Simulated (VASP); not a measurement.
Input of a VASP 6.6.1 run:

The input INCAR:

```
SYSTEM = Li2ZrN3
ALGO     = Normal         ! electronic algorithm
EDIFF    = 1E-6           ! SCF threshold, eV
ENCUT    = 520            ! plane-wave cutoff, eV
GGA      = PE             ! functional
ISIF     = 2              ! what is computed and relaxed
ISMEAR   = 0              ! smearing method
LASPH    = .True.         ! aspherical terms in the spheres
LCHARG   = .False.        ! write CHGCAR
LREAL    = .False.        ! projectors in reciprocal space
LWAVE    = .False.        ! write WAVECAR
NBANDS   = 26             ! bands
NELM     = 80             ! most SCF steps
PREC     = Accurate       ! precision mode
SIGMA    = 0.1            ! smearing width, eV
```

The input KPOINTS:

```
k-points
0
Gamma
  4 4 4
  0 0 0
```

The input POSCAR:

```
Li2ZrN3
1.0
    4.1035803143      0.0000000000      0.0000000000
    0.0000000000      4.1035803143      0.0000000000
    0.0000000000      0.0000000000      4.1834792186
Li Zr N
2 1 3
Direct
    0.0000000000      0.5000000000      0.5000000000
    0.5000000000      0.0000000000      0.5000000000
    0.0000000000      0.0000000000      0.0000000000
    0.5000000000      0.5000000000      0.3553149968
    0.5000000000      0.5000000000      0.6446850032
    0.0000000000      0.0000000000      0.5000000000
```

Potentials or basis: VASP PAW PBE potentials, release 64 (Li_sv, Zr_sv, N).

Command:

```console
$ cat potpaw_PBE.64/Li_sv/POTCAR potpaw_PBE.64/Zr_sv/POTCAR potpaw_PBE.64/N/POTCAR > POTCAR
$ mpirun -np 1 vasp_std > vasp.out
```

(1) What does it give for the largest force?

(2) Estimate the band gap on the k mesh.

Answers

(1) 0.393 eV/Å.

(2) zero (an odd number of electrons rules out a gap without spin polarisation).

Caveat: the k points lie up to 0.38 Å⁻¹ apart, too coarse for converged energies and pressures of a metal; the standard files for N, O and F lose accuracy on very short bonds; an odd number of electrons without spin polarisation forces a metal; a magnetic or distorted state may lie lower.
